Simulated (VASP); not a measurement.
## Hf2ZrC3: single point with PBE

Hf2ZrC3:

```xyz
6
Lattice="-1.6514 1.6514 7.0080 1.6514 -1.6514 7.0080 1.6514 1.6514 -7.0080" Properties=species:S:1:pos:R:3 pbc="T T T"
Zr    0.0000    0.0000    0.0000
Hf    0.0000    0.0000    9.3484
Hf    0.0000    0.0000    4.6675
C     0.0000    0.0000   11.6663
C     0.0000    0.0000    2.3497
C     0.0000    0.0000    7.0080
```

```
Program                : VASP 6.6.1
Task                   : single point
Functional             : PBE
Potentials or basis    : VASP PAW PBE potentials, release 64 (Zr_sv, Hf_pv, C)
Cutoff                 : 520 eV
k mesh                 : 7 × 7 × 7
Occupations            : gaussian, width 0.2 eV
Spin                   : no spin polarisation
Dipole correction      : no
Further INCAR settings : ALGO = Normal; EDIFF = 1e-07; NBANDS = 31
```

The pressure is -0.5 GPa, the largest force is 0.037 eV/Å and the band gap on the k mesh is zero (bands 22 and 23 overlap by 1.37 eV).

Forces in eV/Å, atoms in the order of the input:
```
Zr   0.000  0.000  0.000
Hf   0.000  0.000  0.037
Hf   0.000  0.000 -0.037
C    0.000  0.000 -0.002
C    0.000  0.000  0.002
C    0.000  0.000  0.000
```

Stress tensor (GPa, compression positive):
```
-0.38  0.00  0.00
 0.00 -0.38  0.00
 0.00  0.00 -0.69
```

Levels at points of the mesh, in eV from the Fermi level:
```
           k point  band 20  band 21  band 22  band 23  band 24  band 25
(0.00, 0.00, 0.00)    -0.23    -0.23     1.01     1.01     1.01     1.31
```

Wall time 13 min on 1 thread of Intel Xeon 8259CL, on a shared host, peak memory 0.47 GiB.

Caveat: spin-orbit coupling is left out, which moves the levels of the heavy elements.
